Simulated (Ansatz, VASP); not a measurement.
**One calculation of Cu, two programs**

The input INCAR:

```
SYSTEM = Cu
ALGO = Normal ; EDIFF = 1E-6
ENCUT = 520 ; GGA = PE
ISIF = 2 ; ISMEAR = -1
LASPH = .True. ; LCHARG = .False.
LREAL = .False. ; LWAVE = .False.
NBANDS = 12 ; NELM = 100
PREC = Accurate ; SIGMA = 0.05
```

File KPOINTS:

```
k-points
0
Gamma
  16 16 16
  0 0 0
```

The input POSCAR:

```
Cu
1.0
    1.9709553915      0.0000000000      0.0000000000
    0.0000000000      1.9709553915      0.0000000000
    0.0000000000      0.0000000000      1.9709553915
Cu
1
Direct
    0.0000000000      0.0000000000      0.0000000000
```

Input for Ansatz:

```yaml
crystal:
  lattice:
    - [1.9709553915, 0.0, 0.0]
    - [0.0, 1.9709553915, 0.0]
    - [0.0, 0.0, 1.9709553915]
  atoms:
    - { symbol: Cu, position: [0.0, 0.0, 0.0] }
kpoints:
  mp_grid: { grid: [16, 16, 16] }
scf:
  occupations: { method: fermi_dirac, width: 0.05 }
hamiltonian:
  xc: pbe
  pseudopotentials: { kind: all_electron, lapw: { basis_error: 0.001 } }
output:
  forces: true
  stress: true
  eigenvalues: true
  populations: true
```

Change from the starting cell: volume scaled by 0.55, LAPW.

Alike in both runs: task single point; functional PBE; k mesh 16 × 16 × 16; occupations fermi-dirac, width 0.05 eV; no spin polarisation.

|  | VASP | Ansatz |
| --- | --- | --- |
| version | VASP 6.6.1 | Ansatz 0.2.0 |
| potentials or method | VASP PAW PBE potentials, release 64 (Cu), cutoff 520 eV | all-electron LAPW, scalar-relativistic |

|  | VASP | Ansatz | Ansatz less VASP |
| --- | --- | --- | --- |
| pressure (GPa) | 268.0 | 266.7 | -1.37 |

Both programs put the cell under a high pressure, so it lies far from rest at this level. Ansatz ran all-electron here, and VASP with PAW potentials.

Noted on VASP's run: the cell as given lies far from equilibrium.
